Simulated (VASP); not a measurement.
A run of VASP 6.6.1 is set up as follows.

INCAR

```
  PREC = Accurate
  ENCUT = 520
  EDIFF = 1E-6
  ISMEAR = -1
  SIGMA = 0.05
  LREAL = False
  LASPH = True
  NELM = 100
  ALGO = Normal
  ISIF = 2
  LWAVE = False
  LCHARG = False
  GGA = PE
  NBANDS = 28
```

File KPOINTS:

```
Automatic mesh
0
Gamma
  8 5 6
```

POSCAR

```
SnO
1.0
    3.4208061173      0.0000000000      0.0000000000
    0.0000000000      5.7853891942      0.0000000000
    0.0000000000      0.0000000000      4.3047747479
Sn O
2 2
Direct
    0.5000000000      0.7680910000      0.0131440000
    0.0000000000      0.2319090000      0.5131440000
    0.5000000000      0.1087500000      0.2368570000
    0.0000000000      0.8912500000      0.7368570000
```

Potentials or basis: VASP PAW PBE potentials, release 64 (Sn_d, O).

Launch:

```bash
$ cat potpaw_PBE.64/Sn_d/POTCAR potpaw_PBE.64/O/POTCAR > POTCAR
$ mpirun -np 1 vasp_std > vasp.out
```

(1) What does it give for the band gap on the k mesh?

(2) Estimate the pressure.

(3) Estimate the largest force.

Answers

(1) 1.57 eV, indirect (least direct gap 2.16 eV).

(2) -3.4 GPa.

(3) 0.787 eV/Å.

Caveat: spin-orbit coupling is left out, which moves the levels of the heavy elements.
